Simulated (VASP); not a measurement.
Write the native input for VASP 6.6.1 that does the following.

- Task: single point
- Functional: PBE
- Potentials or basis: VASP PAW PBE potentials, release 64 (Fe, Ni)
- Cutoff: 520 eV
- k mesh: 12 × 12 × 12
- Occupations: gaussian, width 0.05 eV
- Spin: no spin polarisation
- Dipole correction: no
- Further INCAR settings: ALGO = Normal; EDIFF = 1e-06; NBANDS = 27

The structure of FeNi3 lies in POSCAR:

```
FeNi3
1.0
    3.5450000000      0.0000000000      0.0000000000
    0.0000000000      3.5450000000      0.0000000000
    0.0000000000      0.0000000000      3.5450000000
Fe Ni
1 3
Direct
    0.0000000000      0.0000000000      0.0000000000
    0.0000000000      0.5000000000      0.5000000000
    0.5000000000      0.0000000000      0.5000000000
    0.5000000000      0.5000000000      0.0000000000
```

One way to write it, as run:

INCAR

```
SYSTEM = FeNi3
  PREC = Accurate
  ENCUT = 520
  EDIFF = 1E-6
  ISMEAR = 0
  SIGMA = 0.05
  LREAL = .False.
  LASPH = .True.
  NELM = 60
  ALGO = Normal
  ISIF = 2
  LWAVE = .False.
  LCHARG = .False.
  GGA = PE
  NBANDS = 27
```

KPOINTS

```
Automatic mesh
0
Gamma
  12 12 12
  0 0 0
```

Potentials or basis: VASP PAW PBE potentials, release 64 (Fe, Ni).

Launch:

```sh
$ cat potpaw_PBE.64/Fe/POTCAR potpaw_PBE.64/Ni/POTCAR > POTCAR
$ mpirun -np 1 vasp_std > vasp.out
```

It gave:

The pressure is -8.1 GPa and the band gap on the k mesh is zero (bands 19 and 20 overlap by 1.02 eV).

Caveat: the cell stands under tension; the run has no spin polarisation, though such a crystal can be magnetic.

Run time: 2.5 min on 1 thread of Intel Xeon 8259CL (shared host), peak memory 0.22 GiB.
